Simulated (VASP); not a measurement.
Write the native input for VASP 6.6.1 that does the following.

```
Task                   : single point
Functional             : PBE
Potentials or basis    : VASP PAW PBE potentials, release 64 (Fe)
Cutoff                 : 520 eV
k mesh                 : 27 × 27 × 27
Occupations            : fermi-dirac, width 0.0612256 eV
Spin                   : no spin polarisation
Dipole correction      : no
Further INCAR settings : ALGO = Normal; EDIFF = 1e-06; NBANDS = 10
```

The structure of Fe lies in POSCAR:

```
Fe
1.0
    0.0000000000      1.7364694895      1.7364694895
    1.7364694895      0.0000000000      1.7364694895
    1.7364694895      1.7364694895      0.0000000000
Fe
1
Direct
    0.0000000000      0.0000000000      0.0000000000
```

These files were run (other wordings do the same):

INCAR

```
PREC = Accurate ; ENCUT = 520
EDIFF = 1E-6 ; ISMEAR = -1
SIGMA = 0.06122561905347299 ; LREAL = False
LASPH = True ; NELM = 60
ALGO = Normal ; ISIF = 2
LWAVE = False ; LCHARG = True
GGA = PE ; LELF = True
LVHAR = True ; NBANDS = 10
```

KPOINTS

```
Automatic mesh
0
Gamma
  27 27 27
```

Potentials or basis: VASP PAW PBE potentials, release 64 (Fe).

Launch:

```console
$ cat potpaw_PBE.64/Fe/POTCAR > POTCAR
$ mpirun -np 1 vasp_std > vasp.out
```

It gave:

```json
{
  "Pressure": "-6.0 GPa",
  "Band gap on the k mesh": "zero (band 4 reaches 7.75 eV, above the bottom of band 5 at 5.77 eV)"
}
```

Caveat: the run has no spin polarisation, though such a crystal can be magnetic.

Wall time 73 s on 1 thread of Intel Xeon 6975P-C, with other jobs on the host, peak memory 0.17 GiB.
